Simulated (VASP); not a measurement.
Write the native input for VASP 6.6.1 that does the following.

```yaml
Task: relaxation of cell and atoms
Functional: BLYP
Dispersion: D4
Potentials_or_basis: VASP PAW PBE potentials, release 64 (Sn_d, O)
Cutoff: 600 eV
k_mesh: 9 × 9 × 9
Occupations: fermi-dirac, width 0.05 eV
Spin: no spin polarisation
Dipole_correction: no
Further_INCAR_settings: ALGO = Normal; EDIFF = 1e-06; IBRION = 2; EDIFFG = -0.01; NSW = 60; ISIF = 3
```

The structure of SnO2 lies in POSCAR:

```
SnO2
1.0
    0.0000000000      2.5741500000      2.5741500000
    2.5741500000      0.0000000000      2.5741500000
    2.5741500000      2.5741500000      0.0000000000
Sn O
1 2
Direct
    0.0000000000      0.0000000000      0.0000000000
    0.7500000000      0.7500000000      0.7500000000
    0.2500000000      0.2500000000      0.2500000000
```

The input as run:

INCAR

```
AGGAC    = 1.0          
AGGAX    = 1.0          
ALDAC    = 0.0          
ALDAX    = 1.0          
ALGO     = Normal         # electronic algorithm
EDIFF    = 1E-6           # SCF threshold, eV
EDIFFG   = -0.01          # ionic threshold
ENCUT    = 600            # plane-wave cutoff, eV
GGA      = B5             # functional
IBRION   = 2              # ionic algorithm
ISIF     = 3              # what is computed and relaxed
ISMEAR   = -1             # smearing method
IVDW     = 13             # dispersion correction
LASPH    = True           # aspherical terms in the spheres
LCHARG   = False          # write CHGCAR
LREAL    = False          # projectors in reciprocal space
LWAVE    = False          # write WAVECAR
NELM     = 60             # most SCF steps
NSW      = 60             # ionic steps
PREC     = Accurate       # precision mode
SIGMA    = 0.05           # smearing width, eV
VDW_A1   = 0.44488865   
VDW_A2   = 4.0933009    
VDW_S6   = 1.0          
VDW_S8   = 2.34076671
```

KPOINTS

```
k-points
0
Gamma
  9 9 9
```

Potentials or basis: VASP PAW PBE potentials, release 64 (Sn_d, O).

Command:

```sh
$ cat potpaw_PBE.64/Sn_d/POTCAR potpaw_PBE.64/O/POTCAR > POTCAR
$ mpirun -np 1 vasp_std > vasp.out
```

It gave:

- Relaxed volume: 11.31 Å³/atom
- Relaxed cell: a = 3.634 Å, b = 3.634 Å, c = 3.634 Å, α = 60.00°, β = 60.00°, γ = 60.00°
- Space group after relaxing (to 0.1 Å): Fm-3m (No. 225)
- Energy gained by relaxing: 0.2 meV/atom
- Ionic steps: 3
- Pressure after relaxing: 0.0 GPa
- Dispersion energy per atom: -0.526 eV

Caveat: the PAW data sets were made with another functional, which shifts forces and pressure a little.

Wall time 2.6 min on 1 thread of Intel Xeon 8259CL, on a shared host, peak memory 0.19 GiB.
